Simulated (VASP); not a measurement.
# AlN (CsCl type): single point with PBE

The system is AlN (CsCl type).

```xyz
2
Lattice="2.4271 0.0000 0.0000 0.0000 2.4271 0.0000 0.0000 0.0000 2.4271" Properties=species:S:1:pos:R:3 pbc="T T T"
Al    0.0000    0.0000    0.0000
N     1.2135    1.2135    1.2135
```

This cell differs from its parent crystal: volume scaled by 0.8.

- Program: VASP 6.6.1
- Task: single point
- Functional: PBE
- Potentials or basis: VASP PAW PBE potentials, release 64 (Al, N)
- Cutoff: 520 eV
- k mesh: 15 × 15 × 15
- Occupations: fermi-dirac, width 0.1 eV
- Spin: no spin polarisation
- Dipole correction: no
- Further INCAR settings: ALGO = Normal; EDIFF = 1e-07; NBANDS = 11

```
Pressure               : 67.2 GPa
Band gap on the k mesh : zero (band 4 reaches 14.42 eV, above the bottom of band 5 at 13.36 eV)
```

Levels at points of the mesh, in eV from the Fermi level:
```
           k point  band 1  band 2  band 3  band 4  band 5  band 6  band 7  band 8  band 9
(0.00, 0.00, 0.00)  -20.70   -1.92   -1.92   -1.92    3.47    6.04    6.04   19.19   19.19
```

Wall time 11 s on 1 thread of AMD EPYC 7R13 Processor (Zen 3), on a shared host, peak memory 0.1 GiB.
